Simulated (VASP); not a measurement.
# KSi2Sb3 (Cmmm) in VASP: notebook

The runs below take KSi2Sb3 through single point, relaxation of cell and atoms, with PBEsol.

All numbers are computed with VASP 6.6.1; they aren't measurements. Logs are shortened: lines on timing, memory, paths and dates and some standing lists are left out, and cuts for length are marked.

### Step 1. The cell of the first run

The structure is orthorhombic, space group Cmmm (No. 65). Conventional cell: a = 5.259 Å, b = 11.565 Å, c = 5.081 Å, α = 90.00°, β = 90.00°, γ = 90.00°. Within 4.4 Å of K (site symmetry mmm) lie 10 Sb at 3.36 to 3.69 Å and 8 Si at 4.07 Å. Within 3.5 Å of Si (site symmetry 2/m) lie 2 Si at 2.63 Å and 6 Sb at 2.97 to 3.18 Å. Within 3.9 Å of Sb (site symmetry m2m) lie 4 Si at 2.97 Å and 4 Sb at 3.08 to 3.29 Å and 3 K at 3.36 to 3.69 Å. Within 4.2 Å of Sb (site symmetry mmm) lie 4 Si at 3.18 Å and 4 Sb at 3.29 Å and 4 K at 3.66 Å.

### Step 2. Single point, PBEsol

Input file INCAR:

```
SYSTEM = KSi2Sb3
  PREC = Accurate
  ENCUT = 520
  EDIFF = 1E-6
  ISMEAR = -1
  SIGMA = 0.03
  LREAL = .False.
  LASPH = .True.
  NELM = 100
  ALGO = Normal
  ISIF = 2
  LWAVE = .False.
  LCHARG = .False.
  GGA = PS
  NBANDS = 25
```

Input file KPOINTS:

```
regular mesh
0
Gamma
  4 4 4
  0 0 0
```

Input file POSCAR:

```
KSi2Sb3
1.0
    2.6293649527     -5.7825871171      0.0000000000
    2.6293649527      5.7825871171      0.0000000000
    0.0000000000      0.0000000000      5.0810109206
K Si Sb
1 2 3
Direct
    0.0000000000      0.0000000000      0.0000000000
    0.5000000000      0.0000000000      0.5000000000
    0.0000000000      0.5000000000      0.5000000000
    0.6808774242      0.3191225758      0.0000000000
    0.3191225758      0.6808774242      0.0000000000
    0.5000000000      0.5000000000      0.5000000000
```

Potentials or basis: VASP PAW PBE potentials, release 64 (K_sv, Si, Sb).

Run with:

```
$ cat potpaw_PBE.64/K_sv/POTCAR potpaw_PBE.64/Si/POTCAR potpaw_PBE.64/Sb/POTCAR > POTCAR
$ mpirun -np 1 vasp_std > vasp.out
```

OUTCAR:

```text
SYSTEM = KSi2Sb3
   PREC = Accurate
   ENCUT = 520
   EDIFF = 1E-6
   ISMEAR = -1
   LREAL = .False.
   LASPH = .True.
   NELM = 100
   ISIF = 2
   GGA = PS

 ion  position               nearest neighbor table
   1  0.000  0.000  0.000-   4 3.36   5 3.36   4 3.36   5 3.36   6 3.66   6 3.66   6 3.66   6 3.66
                             4 3.69   5 3.69
   2  0.500  0.000  0.500-   3 2.63   3 2.63   5 2.97   4 2.97   5 2.97   4 2.97   6 3.18   6 3.18

   3  0.000  0.500  0.500-   2 2.63   2 2.63   5 2.97   4 2.97   5 2.97   4 2.97   6 3.18   6 3.18

   4  0.681  0.319  0.000-   2 2.97   3 2.97   2 2.97   3 2.97   5 3.08   5 3.08   6 3.29   6 3.29
                             1 3.36   1 3.36   1 3.69
   5  0.319  0.681  0.000-   2 2.97   3 2.97   2 2.97   3 2.97   4 3.08   4 3.08   6 3.29   6 3.29
                             1 3.36   1 3.36   1 3.69
   6  0.500  0.500  0.500-   2 3.18   3 3.18   2 3.18   3 3.18   4 3.29   5 3.29   4 3.29   5 3.29
                             1 3.66   1 3.66   1 3.66   1 3.66

  LATTYP: Found a base centered orthorhombic cell.
 ALAT       =     5.2587299054
 B/A-ratio  =     2.1992333591
 C/A-ratio  =     0.9662049605

  Lattice vectors:

 A1 = (   2.6293649527,  -5.7825871171,   0.0000000000)
 A2 = (   2.6293649527,   5.7825871171,   0.0000000000)
 A3 = (   0.0000000000,   0.0000000000,   5.0810109206)

Analysis of symmetry for initial positions (statically):
=====================================================================
 Subroutine PRICEL returns:
 Original cell was already a primitive cell.

 Routine SETGRP: Setting up the symmetry group for a
 base centered orthorhombic supercell.

 Subroutine GETGRP returns: Found  8 space group operations
 (whereof  8 operations were pure point group operations)
 out of a pool of  8 trial point group operations.

The static configuration has the point symmetry D_2h.

Analysis of symmetry for dynamics (positions and initial velocities):
=====================================================================
 Subroutine PRICEL returns:
 Original cell was already a primitive cell.

 Routine SETGRP: Setting up the symmetry group for a
 base centered orthorhombic supercell.

 Subroutine GETGRP returns: Found  8 space group operations
 (whereof  8 operations were pure point group operations)
 out of a pool of  8 trial point group operations.

The dynamic configuration has the point symmetry D_2h.

 Subroutine INISYM returns: Found  8 space group operations
 (whereof  8 operations are pure point group operations),
 and found     1 'primitive' translations

----------------------------------------------------------------------------------------

                                     Primitive cell

  volume of cell :     154.5088

  direct lattice vectors                    reciprocal lattice vectors
     2.629364953 -5.782587117  0.000000000     0.190159985 -0.086466488  0.000000000
     2.629364953  5.782587117  0.000000000     0.190159985  0.086466488  0.000000000
     0.000000000  0.000000000  5.081010921     0.000000000  0.000000000  0.196811228

  length of vectors
     6.352312478  6.352312478  5.081010921     0.208895365  0.208895365  0.196811228

  position of ions in fractional coordinates (direct lattice)
     0.000000000  0.000000000  0.000000000
     0.500000000  0.000000000  0.500000000
     0.000000000  0.500000000  0.500000000
     0.680877424  0.319122576  0.000000000
     0.319122576  0.680877424  0.000000000
     0.500000000  0.500000000  0.500000000

  ion indices of the primitive-cell ions
   primitive index   ion index
                 1           1
                 2           2
                 3           3
                 4           4
                 5           5
                 6           6

----------------------------------------------------------------------------------------

 KPOINTS: regular mesh

Automatic generation of k-mesh.
 Grid dimensions read from file:
 generate k-points for:    4    4    4

 Generating k-lattice:

  Cartesian coordinates                     Fractional coordinates (reciprocal lattice)
     0.047539996 -0.021616622  0.000000000     0.250000000  0.000000000  0.000000000
     0.047539996  0.021616622  0.000000000     0.000000000  0.250000000  0.000000000
     0.000000000  0.000000000  0.049202807     0.000000000  0.000000000  0.250000000

  Length of vectors
     0.052223841  0.052223841  0.049202807

  Shift w.r.t. Gamma in fractional coordinates (k-lattice)
     0.000000000  0.000000000  0.000000000

 Subroutine IBZKPT returns following result:
 ===========================================

 Found     21 irreducible k-points:

 Following reciprocal coordinates:
            Coordinates               Weight
  0.000000  0.000000  0.000000      1.000000
  0.250000  0.000000  0.000000      4.000000
  0.500000  0.000000  0.000000      2.000000
  0.250000  0.250000  0.000000      2.000000
  0.500000  0.250000  0.000000      4.000000
 -0.250000  0.250000  0.000000      2.000000
[... 13 lines left out ...]
 -0.250000  0.250000  0.500000      2.000000
  0.500000  0.500000  0.500000      1.000000
   k-points           NKPTS =     21   k-points in BZ     NKDIM =     21   number of bands    NBANDS=     25
   number of dos      NEDOS =    301   number of ions     NIONS =      6
   total plane-waves  NPLWV =  92160
   dimension x,y,z NGX =    48 NGY =   48 NGZ =   40
   dimension x,y,z NGXF=    96 NGYF=   96 NGZF=   80
   ions per type =               1   2   3
   NGX,Y,Z   is equivalent  to a cutoff of  12.56, 12.56, 13.09 a.u.
   NGXF,Y,Z  is equivalent  to a cutoff of  25.12, 25.12, 26.18 a.u.
 SYSTEM =  KSi2Sb3
   PREC   = accura    normal or accurate (medium, high low for compatibility)
   ISTART =      0    job   : 0-new  1-cont  2-samecut
   ICHARG =      2    charge: 1-file 2-atom 10-const
   ISPIN  =      1    spin polarized calculation?
   LNONCOLLINEAR =      F non collinear calculations
   LSORBIT =      F    spin-orbit coupling
   LASPH  =      T    aspherical Exc in radial PAW
   ENCUT  =  520.0 eV  38.22 Ry    6.18 a.u.  11.81 11.81  9.45*2*pi/ulx,y,z
   NELM   =    100;   NELMIN=  2; NELMDL= -5     # of ELM steps
   EDIFF  = 0.1E-05   stopping-criterion for ELM
   LREAL  =      F    real-space projection
   EDIFFG = 0.1E-04   stopping-criterion for IOM
   NSW    =      0    number of steps for IOM
   IBRION =     -1    ionic relax: 0-MD 1-quasi-New 2-CG
   NFREE  =      0    steps in history (QN), initial steepest desc. (CG)
   ISIF   =      2    stress and relaxation
   ISYM   =      2    0-nonsym 1-usesym 2-fastsym
   POTIM  = 0.5000    time-step for ionic-motion
   TEBEG  =    0.0;   TEEND  =   0.0 temperature during run
   PSTRESS=    0.0 pullay stress
   NELECT =      32.0000    total number of electrons
   NUPDOWN=      -1.0000    fix difference up-down
   EMIN   =  10.00;   EMAX   =-10.00  energy-range for DOS
   EFERMI =   0.00;   METHOD = LEGACY
   ISMEAR =    -1;   SIGMA  =   0.03  broadening in eV -4-tet -1-fermi 0-gaus
   EFERMI_NEDOS =   21; number of points for ismear=-14 and -15
   IALGO  =     38    algorithm
   IMIX   =      4    mixing-type and parameters
     AMIX     =   0.40;   BMIX     =  1.00
     AMIX_MAG =   1.60;   BMIX_MAG =  1.00
  volume/ion in A,a.u.               =      25.75       173.78
  Fermi-wavevector in a.u.,A,eV,Ry     =   0.968591  1.830372 12.764558  0.938169
  Thomas-Fermi vector in A             =   2.098573
   LORBIT       =      0    0 simple, 1 ext, 2 COOP (PROOUT), +10 PAW based schemes
   GGA     = PS    functional components
   LHFCALC =     F    Hartree Fock is set to
   AEXX    =    0.0000 exact exchange contribution
   IVDW    =     0    specifies the selected vdW correction
   LEPSILON=     F    determine dielectric tensor
   LRPA    =     F    only Hartree local field effects (RPA)
 non-spin polarized calculation
  energy-cutoff  :      520.00
  volume of cell :      154.51
 maximum number of plane-waves:      4187
   NGX = 23   NGY = 23   NGZ = 19

 number of electron      32.0000002 magnetization

 Free energy of the ion-electron system (eV)
  ---------------------------------------------------
  ext. energy  EPLUGINS =         0.00000000
  ---------------------------------------------------
  free energy    TOTEN  =       -25.02066022 eV

  energy without entropy =      -25.01136383  energy(sigma->0) =      -25.01601202

 E-fermi :   6.1209     XC(G=0):  -9.6310

 val. band max:        6.0493195800   @ k =   0.5000   0.5000   0.0000
 cond. band min:       6.1315405856   @ k =   0.5000   0.2500   0.2500
 fundamental gap:      0.0822210056
 Fermi energy:         6.1209267858

 k-point     1 :       0.0000    0.0000    0.0000
  band No.  band energies     occupation
      1     -24.2677      2.00000
      2      -7.9444      2.00000
      3      -7.9419      2.00000
      4      -7.8278      2.00000
      5      -6.3476      2.00000
      6      -2.5163      2.00000
[... 17 lines left out ...]
     24      10.3617      0.00000
     25      10.3894      0.00000

 k-point     2 :       0.2500    0.0000    0.0000
  band No.  band energies     occupation
      1     -24.2673      2.00000
      2      -8.0043      2.00000
      3      -7.9457      2.00000
      4      -7.8245      2.00000
      5      -5.9603      2.00000
      6      -3.6397      2.00000
[... 17 lines left out ...]
     24      10.5751      0.00000
     25      10.6004      0.00000

 k-point     3 :       0.5000    0.0000    0.0000
  band No.  band energies     occupation
      1     -24.2669      2.00000
      2      -8.0530      2.00000
      3      -7.9460      2.00000
      4      -7.8213      2.00000
      5      -5.1589      2.00000
      6      -4.7999      2.00000
[... 17 lines left out ...]
     24      10.1609      0.00000
     25      11.8424      0.00000

 k-point     4 :       0.2500    0.2500    0.0000
  band No.  band energies     occupation
      1     -24.2669      2.00000
      2      -8.0481      2.00000
      3      -7.9513      2.00000
      4      -7.8213      2.00000
      5      -5.1906      2.00000
      6      -4.7524      2.00000
[... 17 lines left out ...]
     24      10.6365      0.00000
     25      11.6764      0.00000

 k-point     5 :       0.5000    0.2500    0.0000
  band No.  band energies     occupation
      1     -24.2672      2.00000
      2      -8.0088      2.00000
      3      -7.9805      2.00000
      4      -7.8237      2.00000
      5      -5.6571      2.00000
      6      -4.3031      2.00000
[... 17 lines left out ...]
     24      10.5188      0.00000
     25      11.2451      0.00000

 k-point     6 :      -0.2500    0.2500    0.0000
  band No.  band energies     occupation
      1     -24.2676      2.00000
      2      -7.9930      2.00000
      3      -7.9445      2.00000
      4      -7.8270      2.00000
      5      -6.1254      2.00000
      6      -3.6551      2.00000
[... 17 lines left out ...]
     24       9.8582      0.00000
     25      10.7788      0.00000
[... 309 lines left out ...]
 k-point    18 :       0.2500    0.2500    0.5000
  band No.  band energies     occupation
      1     -24.2663      2.00000
      2      -8.0135      2.00000
      3      -7.9440      2.00000
      4      -7.8491      2.00000
      5      -3.9804      2.00000
      6      -3.8252      2.00000
[... 17 lines left out ...]
     24       9.2364      0.00000
     25      10.2549      0.00000

 k-point    19 :       0.5000    0.2500    0.5000
  band No.  band energies     occupation
      1     -24.2667      2.00000
      2      -7.9844      2.00000
      3      -7.9659      2.00000
      4      -7.8567      2.00000
      5      -4.6434      2.00000
      6      -3.8660      2.00000
[... 17 lines left out ...]
     24      10.4969      0.00000
     25      10.8607      0.00000

 k-point    20 :      -0.2500    0.2500    0.5000
  band No.  band energies     occupation
      1     -24.2671      2.00000
      2      -7.9729      2.00000
      3      -7.9381      2.00000
      4      -7.8682      2.00000
      5      -5.0363      2.00000
      6      -4.3419      2.00000
[... 17 lines left out ...]
     24      10.5088      0.00000
     25      10.8578      0.00000

 k-point    21 :       0.5000    0.5000    0.5000
  band No.  band energies     occupation
      1     -24.2670      2.00000
      2      -8.0044      2.00000
      3      -7.9405      2.00000
      4      -7.8639      2.00000
      5      -4.8585      2.00000
      6      -3.9147      2.00000
[... 17 lines left out ...]
     24      10.1677      0.00000
     25      10.5753      0.00000

------------------------ aborting loop because EDIFF is reached ----------------------------------------

  FORCE on cell =-STRESS in cart. coord.  units (eV):
  Direction    XX          YY          ZZ          XY          YZ          ZX
  --------------------------------------------------------------------------------------
  -------------------------------------------------------------------------------------
  Total        0.1025583      0.0780813      0.1204705      0.0000000      0.0000000      0.0000000
  in kB        1.0634768      0.8096636      1.2492176      0.0000000      0.0000000      0.0000000
  external PRESSURE =       1.0407860 kB  Pullay stress =       0.0000000 kB

 VOLUME and BASIS-vectors are now :
 -----------------------------------------------------------------------------
  energy-cutoff  :      520.00
  volume of cell :      154.51
      direct lattice vectors                 reciprocal lattice vectors
     2.629364953 -5.782587117  0.000000000     0.190159985 -0.086466488  0.000000000
     2.629364953  5.782587117  0.000000000     0.190159985  0.086466488  0.000000000
     0.000000000  0.000000000  5.081010921     0.000000000  0.000000000  0.196811228

 POSITION                                       TOTAL-FORCE (eV/Angst)
 -----------------------------------------------------------------------------------
      0.00000      0.00000      0.00000        -0.000000     -0.000000      0.000000
      1.31468     -2.89129      2.54051        -0.000000     -0.000000      0.000000
      1.31468      2.89129      2.54051        -0.000000     -0.000000      0.000000
      2.62936     -2.09188      0.00000        -0.000000      0.012582     -0.000000
      2.62936      2.09188      0.00000        -0.000000     -0.012582      0.000000
      2.62936      0.00000      2.54051         0.000000     -0.000000      0.000000
 -----------------------------------------------------------------------------------
    total drift:                               -0.000000     -0.000000      0.000000

  FREE ENERGIE OF THE ION-ELECTRON SYSTEM (eV)
  ---------------------------------------------------
  free  energy   TOTEN  =       -25.0206602198 eV

  energy  without entropy=      -25.0113638270  energy(sigma->0) =      -25.01601202
```

Run time: 84 s. Hardware: 1 thread of AMD EPYC 7R43 (Zen 3), shared host; peak memory 0.3 GiB.

Results:

| Item | Value |
| --- | --- |
| Free energy | -25.0207 eV |
| Pressure | 0.1 GPa |
| Largest force | 0.013 eV/Å |
| Band gap on the k mesh | zero (bands 16 and 17 overlap by 2.14 eV) |

Forces in eV/Å, atoms in the order of the input:
```
K    0.000  0.000  0.000
Si   0.000  0.000  0.000
Si   0.000  0.000  0.000
Sb   0.000  0.013  0.000
Sb   0.000 -0.013  0.000
Sb   0.000  0.000  0.000
```

Caveat: the PAW data sets were made with another functional, which shifts forces and pressure a little; spin-orbit coupling is left out, which moves the levels of the heavy elements.

(Continued in part 2 of 2.)
